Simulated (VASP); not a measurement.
# AgI (F-43m) in VASP: further runs, part 2 of 3

VASP 6.6.1. The steps go on from the part before.

### Step 3. Single point, r2SCAN

The input, POSCAR:

```
AgI
1.0
    3.3843078620      3.3843078620      0.0000000000
   -3.3843078620      3.3843078620      0.0000000000
    0.0000000000      3.3843078620      3.3843078620
Ag I
1 1
Direct
    0.0000000000      0.0000000000      0.0000000000
    0.7500000000      0.2500000000      0.5000000000
```

The input, INCAR.step1:

```
SYSTEM = AgI
ALGO = Normal ; EDIFF = 1E-5
ENCUT = 550 ; GGA = PE
GGA_COMPAT = .FALSE. ; ISMEAR = 0
LASPH = .TRUE. ; LCHARG = .FALSE.
LREAL = .FALSE. ; LWAVE = .TRUE.
NBANDS = 16 ; NELM = 120
PREC = Accurate ; SIGMA = 0.01
```

The input, INCAR.step2:

```
SYSTEM = AgI
ALGO = Normal ; EDIFF = 1E-6
ENCUT = 550 ; GGA_COMPAT = .FALSE.
ISIF = 2 ; ISMEAR = 0
ISTART = 1 ; LASPH = .TRUE.
LCHARG = .FALSE. ; LMIXTAU = .TRUE.
LREAL = .FALSE. ; LWAVE = .FALSE.
METAGGA = R2SCAN ; NBANDS = 16
NELM = 120 ; PREC = Accurate
SIGMA = 0.01
```

The input, KPOINTS:

```
k-points
0
G
  6 6 6
  0 0 0
```

Potentials or basis: VASP PAW PBE potentials, release 64 (Ag, I).

Command:

```
cat potpaw_PBE.64/Ag/POTCAR potpaw_PBE.64/I/POTCAR > POTCAR
cp INCAR.step1 INCAR
mpirun -np 1 vasp_std > vasp.out
cp INCAR.step2 INCAR
mpirun -np 1 vasp_std > vasp.out
```

OUTCAR:

```text
SYSTEM = AgI
   EDIFF = 1E-6
   ENCUT = 550
   ISIF = 2
   ISMEAR = 0
   ISTART = 1
   LASPH = .TRUE.
   LREAL = .FALSE.
   METAGGA = R2SCAN
   NELM = 120
   PREC = Accurate

 ion  position               nearest neighbor table
   1  0.000  0.000  0.000-   2 2.93   2 2.93   2 2.93   2 2.93
   2  0.750  0.250  0.500-   1 2.93   1 2.93   1 2.93   1 2.93

  LATTYP: Found a face centered cubic cell.
 ALAT       =     6.7686157240

  Lattice vectors:

 A1 = (   0.0000000000,   3.3843078620,   3.3843078620)
 A2 = (   3.3843078620,   0.0000000000,   3.3843078620)
 A3 = (   3.3843078620,   3.3843078620,   0.0000000000)

Analysis of symmetry for initial positions (statically):
=====================================================================
 Subroutine PRICEL returns:
 Original cell was already a primitive cell.

 Routine SETGRP: Setting up the symmetry group for a
 face centered cubic supercell.

 Subroutine GETGRP returns: Found 24 space group operations
 (whereof 24 operations were pure point group operations)
 out of a pool of 48 trial point group operations.

The static configuration has the point symmetry T_d .

Analysis of symmetry for dynamics (positions and initial velocities):
=====================================================================
 Subroutine PRICEL returns:
 Original cell was already a primitive cell.

 Routine SETGRP: Setting up the symmetry group for a
 face centered cubic supercell.

 Subroutine GETGRP returns: Found 24 space group operations
 (whereof 24 operations were pure point group operations)
 out of a pool of 48 trial point group operations.

The dynamic configuration has the point symmetry T_d .

 Subroutine INISYM returns: Found 24 space group operations
 (whereof 24 operations are pure point group operations),
 and found     1 'primitive' translations

----------------------------------------------------------------------------------------

                                     Primitive cell

  volume of cell :      77.5246

  direct lattice vectors                    reciprocal lattice vectors
     3.384307862  3.384307862  0.000000000     0.147740696  0.147740696 -0.147740696
    -3.384307862  3.384307862  0.000000000    -0.147740696  0.147740696 -0.147740696
     0.000000000  3.384307862  3.384307862     0.000000000  0.000000000  0.295481393

  length of vectors
     4.786134078  4.786134078  4.786134078     0.255894392  0.255894392  0.295481393

  position of ions in fractional coordinates (direct lattice)
     0.000000000  0.000000000  0.000000000
     0.750000000  0.250000000  0.500000000

  ion indices of the primitive-cell ions
   primitive index   ion index
                 1           1
                 2           2

----------------------------------------------------------------------------------------

 KPOINTS: k-points

Automatic generation of k-mesh.
 Grid dimensions read from file:
 generate k-points for:    6    6    6

 Generating k-lattice:

  Cartesian coordinates                     Fractional coordinates (reciprocal lattice)
     0.024623449  0.024623449 -0.024623449     0.166666667  0.000000000  0.000000000
    -0.024623449  0.024623449 -0.024623449     0.000000000  0.166666667  0.000000000
     0.000000000  0.000000000  0.049246899     0.000000000  0.000000000  0.166666667

  Length of vectors
     0.042649065  0.042649065  0.049246899

  Shift w.r.t. Gamma in fractional coordinates (k-lattice)
     0.000000000  0.000000000  0.000000000

 Subroutine IBZKPT returns following result:
 ===========================================

 Found     16 irreducible k-points:

 Following reciprocal coordinates:
            Coordinates               Weight
  0.000000  0.000000  0.000000      1.000000
  0.166667  0.000000  0.000000      8.000000
  0.333333  0.000000  0.000000      8.000000
  0.500000  0.000000  0.000000      4.000000
  0.166667  0.166667  0.000000     12.000000
  0.333333  0.166667  0.000000     24.000000
[... 8 lines left out ...]
  0.500000  0.333333  0.166667     24.000000
  0.500000  0.500000  0.166667     12.000000
   k-points           NKPTS =     16   k-points in BZ     NKDIM =     16   number of bands    NBANDS=     16
   number of dos      NEDOS =    301   number of ions     NIONS =      2
   total plane-waves  NPLWV =  64000
   dimension x,y,z NGX =    40 NGY =   40 NGZ =   40
   dimension x,y,z NGXF=    80 NGYF=   80 NGZF=   80
   ions per type =               1   1
   NGX,Y,Z   is equivalent  to a cutoff of  13.89, 13.89, 13.89 a.u.
   NGXF,Y,Z  is equivalent  to a cutoff of  27.79, 27.79, 27.79 a.u.
 SYSTEM =  AgI
   PREC   = accura    normal or accurate (medium, high low for compatibility)
   ISTART =      1    job   : 0-new  1-cont  2-samecut
   ICHARG =      0    charge: 1-file 2-atom 10-const
   ISPIN  =      1    spin polarized calculation?
   LNONCOLLINEAR =      F non collinear calculations
   LSORBIT =      F    spin-orbit coupling
   LASPH  =      T    aspherical Exc in radial PAW
   ENCUT  =  550.0 eV  40.42 Ry    6.36 a.u.   9.15  9.15  9.15*2*pi/ulx,y,z
   NELM   =    120;   NELMIN=  2; NELMDL=  0     # of ELM steps
   EDIFF  = 0.1E-05   stopping-criterion for ELM
   LREAL  =      F    real-space projection
   EDIFFG = 0.1E-04   stopping-criterion for IOM
   NSW    =      0    number of steps for IOM
   IBRION =     -1    ionic relax: 0-MD 1-quasi-New 2-CG
   NFREE  =      0    steps in history (QN), initial steepest desc. (CG)
   ISIF   =      2    stress and relaxation
   ISYM   =      2    0-nonsym 1-usesym 2-fastsym
   POTIM  = 0.5000    time-step for ionic-motion
   TEBEG  =    0.0;   TEEND  =   0.0 temperature during run
   PSTRESS=    0.0 pullay stress
   NELECT =      18.0000    total number of electrons
   NUPDOWN=      -1.0000    fix difference up-down
   EMIN   =  10.00;   EMAX   =-10.00  energy-range for DOS
   EFERMI =   0.00;   METHOD = LEGACY
   ISMEAR =     0;   SIGMA  =   0.01  broadening in eV -4-tet -1-fermi 0-gaus
   EFERMI_NEDOS =   21; number of points for ismear=-14 and -15
   IALGO  =     38    algorithm
   IMIX   =      4    mixing-type and parameters
     AMIX     =   0.40;   BMIX     =  1.00
     AMIX_MAG =   1.60;   BMIX_MAG =  1.00
  volume/ion in A,a.u.               =      38.76       261.58
  Fermi-wavevector in a.u.,A,eV,Ry     =   1.006203  1.901449 13.775156  1.012445
  Thomas-Fermi vector in A             =   2.138931
   LORBIT       =      0    0 simple, 1 ext, 2 COOP (PROOUT), +10 PAW based schemes
   METAGGA = R2SCAN    functional components
   LHFCALC =     F    Hartree Fock is set to
   AEXX    =    0.0000 exact exchange contribution
   IVDW    =     0    specifies the selected vdW correction
   LEPSILON=     F    determine dielectric tensor
   LRPA    =     F    only Hartree local field effects (RPA)
 non-spin polarized calculation
 Gauss-broadening in eV      SIGMA  =   0.01
  energy-cutoff  :      550.00
  volume of cell :       77.52
 maximum number of plane-waves:      2285
 NGX is ok and might be reduce to    40
   NGX = 19   NGY = 19   NGZ = 19

 number of electron      18.0000000 magnetization

 Free energy of the ion-electron system (eV)
  ---------------------------------------------------
  ext. energy  EPLUGINS =         0.00000000
  ---------------------------------------------------
  free energy    TOTEN  =       -46.47913046 eV

  energy without entropy =      -46.47913046  energy(sigma->0) =      -46.47913046

 E-fermi :   1.6136     XC(G=0):  -8.3514

 val. band max:        1.5630616775   @ k =   0.0000   0.0000   0.0000
 cond. band min:       3.3623279247   @ k =   0.0000   0.0000   0.0000
 fundamental gap:      1.7992662472
 Fermi energy:         1.6135877467

 k-point     1 :       0.0000    0.0000    0.0000
  band No.  band energies     occupation
      1     -10.9812      2.00000
      2      -2.0596      2.00000
      3      -2.0596      2.00000
      4      -2.0596      2.00000
      5      -1.0489      2.00000
      6      -1.0489      2.00000
[... 8 lines left out ...]
     15      11.9711      0.00000
     16      11.9711      0.00000
[... 267 lines left out ...]
 k-point    16 :       0.5000    0.5000    0.1667
  band No.  band energies     occupation
      1     -10.6999      2.00000
      2      -2.0608      2.00000
      3      -1.6793      2.00000
      4      -1.6238      2.00000
      5      -1.0520      2.00000
      6      -0.8668      2.00000
[... 8 lines left out ...]
     15      13.3696      0.00000
     16      13.5351      0.00000

------------------------ aborting loop because EDIFF is reached ----------------------------------------

  FORCE on cell =-STRESS in cart. coord.  units (eV):
  Direction    XX          YY          ZZ          XY          YZ          ZX
  --------------------------------------------------------------------------------------
  -------------------------------------------------------------------------------------
  Total       -1.0116363     -1.0116363     -1.0116363      0.0000000      0.0000000      0.0000000
  in kB      -20.9071775    -20.9071775    -20.9071775      0.0000000      0.0000000      0.0000000
  external PRESSURE =     -20.9071775 kB  Pullay stress =       0.0000000 kB

 VOLUME and BASIS-vectors are now :
 -----------------------------------------------------------------------------
  energy-cutoff  :      550.00
  volume of cell :       77.52
      direct lattice vectors                 reciprocal lattice vectors
     3.384307862  3.384307862  0.000000000     0.147740696  0.147740696 -0.147740696
    -3.384307862  3.384307862  0.000000000    -0.147740696  0.147740696 -0.147740696
     0.000000000  3.384307862  3.384307862     0.000000000  0.000000000  0.295481393

 POSITION                                       TOTAL-FORCE (eV/Angst)
 -----------------------------------------------------------------------------------
      0.00000      0.00000      0.00000         0.000000      0.000000      0.000000
      1.69215      5.07646      1.69215        -0.000000     -0.000000      0.000000
 -----------------------------------------------------------------------------------
    total drift:                               -0.000000      0.000000     -0.000000

  FREE ENERGIE OF THE ION-ELECTRON SYSTEM (eV)
  ---------------------------------------------------
  free  energy   TOTEN  =       -46.4791304631 eV

  energy  without entropy=      -46.4791304631  energy(sigma->0) =      -46.47913046
```

Wall time 49 s (1 thread of Intel Xeon 6975P-C (Granite Rapids), shared host); peak memory 0.26 GiB.

What came out:

```yaml
Free_energy: -46.4791 eV
Pressure: -2.1 GPa
Band_gap_on_the_k_mesh: 1.80 eV, direct
```

Levels at points of the mesh, in eV from the valence-band top:
| k point | band 7 | band 8 | band 9 | band 10 | band 11 | band 12 |
| --- | --- | --- | --- | --- | --- | --- |
| (0.00, 0.00, 0.00) | 0.00 | 0.00 | 0.00 | 1.80 | 6.45 | 6.45 |
| (0.50, 0.00, 0.00) | -2.51 | -0.57 | -0.57 | 3.26 | 6.82 | 6.82 |
| (0.50, 0.50, 0.00) | -2.17 | -1.44 | -1.44 | 4.21 | 4.25 | 8.57 |

Caveat: the PAW data sets were made with another functional, which shifts forces and pressure a little; spin-orbit coupling is left out, which moves the levels of the heavy elements.

### Step 4. Relaxation of cell and atoms, r2SCAN, target pressure -2 GPa, at which the enthalpy is minimised

This run uses another cell than the first one, of 35.57 Å³/atom, 0.918 times its volume.

The input, POSCAR:

```
AgI
1.0
    3.2886582602      3.2886582602      0.0000000000
   -3.2886582602      3.2886582602      0.0000000000
    0.0000000000      3.2886582602      3.2886582602
Ag I
1 1
Direct
    0.0000000000      0.0000000000      0.0000000000
    0.7500000000      0.2500000000      0.5000000000
```

The input, INCAR.step1:

```
SYSTEM = AgI
ALGO = Normal
EDIFF = 1E-5
EDIFFG = -0.005
ENCUT = 550
GGA = PE
GGA_COMPAT = .False.
IBRION = 2
ISIF = 3
ISMEAR = 0
LASPH = .True.
LCHARG = .False.
LREAL = .False.
LWAVE = .True.
NELM = 120
NELMIN = 4
NSW = 100
PREC = Accurate
SIGMA = 0.01
```

The input, INCAR.step2:

```
SYSTEM = AgI
ALGO = Normal
EDIFF = 1E-7
EDIFFG = -0.002
ENCUT = 550
GGA_COMPAT = .False.
IBRION = 2
ISIF = 3
ISMEAR = 0
ISTART = 1
LASPH = .True.
LCHARG = .False.
LMIXTAU = .True.
LREAL = .False.
LWAVE = .False.
METAGGA = R2SCAN
NELM = 120
NELMIN = 4
NSW = 100
PREC = Accurate
PSTRESS = -20.0
SIGMA = 0.01
```

The input, KPOINTS:

```
k-points
0
Gamma
  6 6 6
  0 0 0
```

Command:

```
cat potpaw_PBE.64/Ag/POTCAR potpaw_PBE.64/I/POTCAR > POTCAR
cp INCAR.step1 INCAR
mpirun -np 1 vasp_std > vasp.out
cp INCAR.step2 INCAR
mpirun -np 1 vasp_std > vasp.out
```

It took 2.4 min on 1 thread of Intel Xeon 6975P-C (Granite Rapids), shared host; peak memory 0.23 GiB.

It converged, with:

* Free energy: -46.4821 eV
* Relaxed volume: 38.59 Å³/atom
* Relaxed cell: a = 4.779 Å, b = 4.779 Å, c = 4.779 Å, α = 60.00°, β = 60.00°, γ = 90.00°
* Space group after relaxing (to 0.05 Å): F-43m (No. 216)
* Energy change on relaxing (the enthalpy is what falls): +21.6 meV/atom
* Ionic steps: 4
* Pressure after relaxing: -2.0 GPa
* Band gap on the k mesh: 1.80 eV, direct

The path:
| step | energy change (eV) | largest force (eV/Å) | pressure (GPa) | volume (Å³) |
| --- | --- | --- | --- | --- |
| 1 | 0.0000 | 0.0000 | -0.11 | 71.14 |
| 2 | 0.0247 | 0.0000 | -1.58 | 75.54 |
| 3 | 0.0457 | 0.0000 | -2.05 | 77.38 |
| 4 | 0.0431 | 0.0000 | -2.00 | 77.18 |

Final structure:
```yaml
crystal:
  lattice:
    - [3.37932, 3.37932, 0.00000]
    - [-3.37932, 3.37932, 0.00000]
    - [0.00000, 3.37932, 3.37932]
  atoms:
    - { symbol: Ag, position: [0.00000, 0.00000, 0.00000] }
    - { symbol: I, position: [0.75000, 0.25000, 0.50000] }
```

Levels at points of the mesh, in eV from the valence-band top:
```tsv
k point	band 7	band 8	band 9	band 10	band 11	band 12
(0.00, 0.00, 0.00)	0.00	0.00	0.00	1.80	6.44	6.44
(0.50, 0.00, 0.00)	-2.52	-0.58	-0.58	3.26	6.82	6.82
(0.50, 0.50, 0.00)	-2.18	-1.45	-1.45	4.20	4.25	8.58
```

Caveat: the cell is relaxed towards a set pressure, so the enthalpy falls and the energy may rise; the PAW data sets were made with another functional, which shifts forces and pressure a little; spin-orbit coupling is left out, which moves the levels of the heavy elements.

[end of part 2 of 3]
